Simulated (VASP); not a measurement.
Wanted: the native input for a VASP 6.6.1 run.

| Quantity | Value |
| --- | --- |
| Task | single point |
| Functional | PBE |
| Potentials or basis | VASP PAW PBE potentials, release 64 (Al, N) |
| Cutoff | 520 eV |
| k mesh | 10 × 10 × 10 |
| Occupations | fermi-dirac, width 0.02 eV |
| Spin | no spin polarisation |
| Dipole correction | no |
| Further INCAR settings | ALGO = Normal; EDIFF = 1e-07; NBANDS = 11 |

The structure of AlN lies in POSCAR:

```
AlN
1.0
    0.0000000000      2.1848764855      2.0633973529
    2.1848764855      0.0000000000      2.0633973529
    2.1848764855      2.1848764855      0.0000000000
Al N
1 1
Direct
    0.0000000000      0.0000000000      0.0000000000
    0.7500000000      0.7500000000      0.7500000000
```

This cell differs from its parent crystal: uniaxial z strain -5.6%.

These files were run (other wordings do the same):

INCAR

```
  PREC = Accurate
  ENCUT = 520
  EDIFF = 1E-7
  ISMEAR = -1
  SIGMA = 0.02
  LREAL = F
  LASPH = T
  NELM = 80
  ALGO = Normal
  ISIF = 2
  LWAVE = F
  LCHARG = T
  GGA = PE
  LELF = T
  LVHAR = T
  NBANDS = 11
```

KPOINTS

```
Automatic mesh
0
Gamma
  10 10 10
```

Potentials or basis: VASP PAW PBE potentials, release 64 (Al, N).

Command:

```sh
$ cat potpaw_PBE.64/Al/POTCAR potpaw_PBE.64/N/POTCAR > POTCAR
$ mpirun -np 1 vasp_std > vasp.out
```

Results of the run:

| Quantity | Value |
| --- | --- |
| Pressure | 17.5 GPa |
| Band gap on the k mesh | 3.04 eV, indirect (least direct gap 4.54 eV) |

Caveat: the cell differs from its parent crystal (uniaxial z strain -5.6%).

It took 6.2 s on 1 thread of Intel(R) Xeon(R) 6975P-C (Granite Rapids), with other jobs on the host, peak memory 0.15 GiB.
